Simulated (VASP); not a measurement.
Wanted: the native input for a VASP 6.6.1 run.

| Quantity | Value |
| --- | --- |
| Task | single point |
| Functional | HSE06 |
| Potentials or basis | VASP PAW PBE potentials, release 64 (Te, Sn_d) |
| Cutoff | 520 eV |
| k mesh | 4 × 4 × 4 |
| Occupations | fermi-dirac, width 0.05 eV |
| Spin | no spin polarisation |
| Dipole correction | no |
| Grid for exact exchange (PRECFOCK) | Normal |
| Further INCAR settings | ALGO = Normal; EDIFF = 1e-06; NBANDS = 17 |
| Share of exact exchange | 0.25 |
| Screening parameter | 0.2079 1/Å |

The system is SnTe.

```xyz
2
Lattice="3.9047 0.0000 0.0000 0.0000 3.9047 0.0000 0.0000 0.0000 3.9047" Properties=species:S:1:pos:R:3 pbc="T T T"
Te    1.9524    1.9524    1.9524
Sn    0.0000    0.0000    0.0000
```

The input as run:

POSCAR

```
SnTe
1.0
    3.9047000000      0.0000000000      0.0000000000
    0.0000000000      3.9047000000      0.0000000000
    0.0000000000      0.0000000000      3.9047000000
Te Sn
1 1
Direct
    0.5000000000      0.5000000000      0.5000000000
    0.0000000000      0.0000000000      0.0000000000
```

INCAR.step1

```
  PREC = Accurate
  ENCUT = 520
  EDIFF = 1E-5
  ISMEAR = -1
  SIGMA = 0.05
  LREAL = False
  LASPH = True
  NELM = 80
  ALGO = Normal
  ISIF = 2
  LWAVE = True
  LCHARG = False
  GGA = PE
  NBANDS = 17
```

INCAR.step2

```
  PREC = Accurate
  ENCUT = 520
  EDIFF = 1E-6
  ISMEAR = -1
  SIGMA = 0.05
  LREAL = False
  LASPH = True
  NELM = 80
  ALGO = Normal
  ISIF = 2
  LWAVE = False
  LCHARG = False
  GGA = PE
  LHFCALC = True
  HFSCREEN = 0.2079
  PRECFOCK = Normal
  ISTART = 1
  NBANDS = 17
```

KPOINTS

```
regular mesh
0
Gamma
  4 4 4
```

Potentials or basis: VASP PAW PBE potentials, release 64 (Te, Sn_d).

Run with:

```console
$ cat potpaw_PBE.64/Te/POTCAR potpaw_PBE.64/Sn_d/POTCAR > POTCAR
$ cp INCAR.step1 INCAR
$ mpirun -np 1 vasp_std > vasp.out
$ cp INCAR.step2 INCAR
$ mpirun -np 1 vasp_std > vasp.out
```

Results of the run:

```
Pressure               : -0.9 GPa
Band gap on the k mesh : zero (bands 10 and 11 overlap by 1.59 eV)
```

Caveat: the k points lie up to 0.40 Å⁻¹ apart, too coarse for converged energies and pressures of a metal; the PAW data sets were made with another functional, which shifts forces and pressure a little; spin-orbit coupling is left out, which moves the levels of the heavy elements.

Wall time 30 min on 1 thread of AMD EPYC 7R13 (shared host), peak memory 0.26 GiB.
